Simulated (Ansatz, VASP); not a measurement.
One calculation of Sr2O, two programs

```
Sr O
1.0
     4.91527    0.00000    0.00000
    -2.45763    4.25675    0.00000
     0.00000    0.00000    4.02293
Sr O
2 1
Direct
  0.33333 0.66667 0.00000
  0.66667 0.33333 0.00000
  0.00000 0.00000 0.00000
```

Alike in both runs: functional PBE; k mesh 6 × 6 × 4; occupations gaussian, width 0.1 eV; no spin polarisation.

Ansatz relaxed the structure, and its values are those at the end. VASP's run is a single point on that final structure, the one shown.

```csv
,VASP,Ansatz
version,VASP 6.6.1,Ansatz 0.2.0
potentials or method,"VASP PAW PBE potentials, release 64 (Sr_sv, O), cutoff 520 eV","scalar-relativistic, plane waves, PAW"
valence electrons in the cell,26,26
```

Ansatz gave:

* gap on the k mesh at the Fermi level (eV): none
* pressure (GPa): 0.1

Which values does VASP return?

gap on the k mesh at the Fermi level (eV): none; pressure (GPa): 0.3.

A gap of «none» marks a metal or a gap that the smearing closes.

The k mesh is coarse, so the values compare programs but aren't converged.
